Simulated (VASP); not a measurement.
Wanted: the native input for a VASP 6.6.1 run.

```yaml
Task: single point
Functional: HSE06
Potentials_or_basis: VASP PAW PBE potentials, release 64 (Sr_sv, Cl)
Cutoff: 520 eV
k_mesh: 4 × 4 × 4
Occupations: gaussian, width 0.01 eV
Spin: no spin polarisation
Dipole_correction: no
Grid_for_exact_exchange_PRECFOCK: Normal
Further_INCAR_settings: ALGO = Normal; EDIFF = 1e-07; NBANDS = 19
Share_of_exact_exchange: 0.25
Screening_parameter: 0.2079 1/Å
```

Crystal: SrCl2.

```xyz
3
Lattice="0.0000 3.4977 3.4977 3.4977 0.0000 3.4977 3.4977 3.4977 0.0000" Properties=species:S:1:pos:R:3 pbc="T T T"
Sr    0.0000    0.0000    0.0000
Cl    1.7489    1.7489    1.7489
Cl    5.2466    5.2466    5.2466
```

One way to write it, as run:

POSCAR

```
SrCl2
1.0
    0.0000000000      3.4977180853      3.4977180853
    3.4977180853      0.0000000000      3.4977180853
    3.4977180853      3.4977180853      0.0000000000
Sr Cl
1 2
Direct
    0.0000000000      0.0000000000      0.0000000000
    0.2500000000      0.2500000000      0.2500000000
    0.7500000000      0.7500000000      0.7500000000
```

INCAR.step1

```
PREC = Accurate
ENCUT = 520
EDIFF = 1E-5
ISMEAR = 0
SIGMA = 0.01
LREAL = False
LASPH = True
NELM = 60
ALGO = Normal
ISIF = 2
LWAVE = True
LCHARG = False
NBANDS = 19
GGA = PE
```

INCAR.step2

```
PREC = Accurate
ENCUT = 520
EDIFF = 1E-7
ISMEAR = 0
SIGMA = 0.01
LREAL = False
LASPH = True
NELM = 60
ALGO = Normal
ISIF = 2
LWAVE = False
LCHARG = False
GGA = PE
LHFCALC = True
HFSCREEN = 0.2079
PRECFOCK = Normal
NBANDS = 19
ISTART = 1
```

KPOINTS

```
regular mesh
0
Gamma
  4 4 4
```

Potentials or basis: VASP PAW PBE potentials, release 64 (Sr_sv, Cl).

Command:

```sh
$ cat potpaw_PBE.64/Sr_sv/POTCAR potpaw_PBE.64/Cl/POTCAR > POTCAR
$ cp INCAR.step1 INCAR
$ mpirun -np 1 vasp_std > vasp.out
$ cp INCAR.step2 INCAR
$ mpirun -np 1 vasp_std > vasp.out
```

Results of the run:

```yaml
Pressure: 0.3 GPa
Band_gap_on_the_k_mesh: 6.58 eV (least direct gap 6.82 eV)
```

Caveat: the PAW data sets were made with another functional, which shifts forces and pressure a little.

Wall time 21 min on 1 thread of Intel(R) Xeon(R) Platinum 8259CL CPU @ 2.50GHz (Skylake/Cascade Lake), on a shared host, peak memory 0.35 GiB.
